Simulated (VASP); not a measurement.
Write the native input for VASP 6.6.1 that does the following.

| Property | Result |
| --- | --- |
| Task | single point |
| Functional | PBE |
| Potentials or basis | VASP PAW PBE potentials, release 64 (K_sv, F) |
| Cutoff | 520 eV |
| k mesh | 6 × 6 × 6 |
| Occupations | gaussian, width 0.1 eV |
| Spin | no spin polarisation |
| Dipole correction | no |
| Further INCAR settings | ALGO = Normal; EDIFF = 1e-06; NBANDS = 15 |

The structure of KF lies in POSCAR:

```
KF
1.0
    3.2589550000      0.0000000000      0.0000000000
    0.0000000000      3.2589550000      0.0000000000
    0.0000000000      0.0000000000      3.2589550000
K F
1 1
Direct
    0.0000000000      0.0000000000      0.0000000000
    0.5000000000      0.5000000000      0.5000000000
```

The input as run:

INCAR

```
PREC = Accurate
ENCUT = 520
EDIFF = 1E-6
ISMEAR = 0
SIGMA = 0.1
LREAL = F
LASPH = T
NELM = 60
ALGO = Normal
ISIF = 2
LWAVE = F
LCHARG = T
GGA = PE
LELF = T
LVHAR = T
NBANDS = 15
```

KPOINTS

```
regular mesh
0
Gamma
  6 6 6
```

Potentials or basis: VASP PAW PBE potentials, release 64 (K_sv, F).

The run is started by

```sh
$ cat potpaw_PBE.64/K_sv/POTCAR potpaw_PBE.64/F/POTCAR > POTCAR
$ mpirun -np 1 vasp_std > vasp.out
```

Results of the run:

| Quantity | Value |
| --- | --- |
| Pressure | 0.0 GPa |
| Band gap on the k mesh | 6.26 eV (least direct gap 6.31 eV) |

It took 4.4 s on 1 thread of Intel(R) Xeon(R) Platinum 8488C (Sapphire Rapids), with other jobs on the host, peak memory 0.14 GiB.
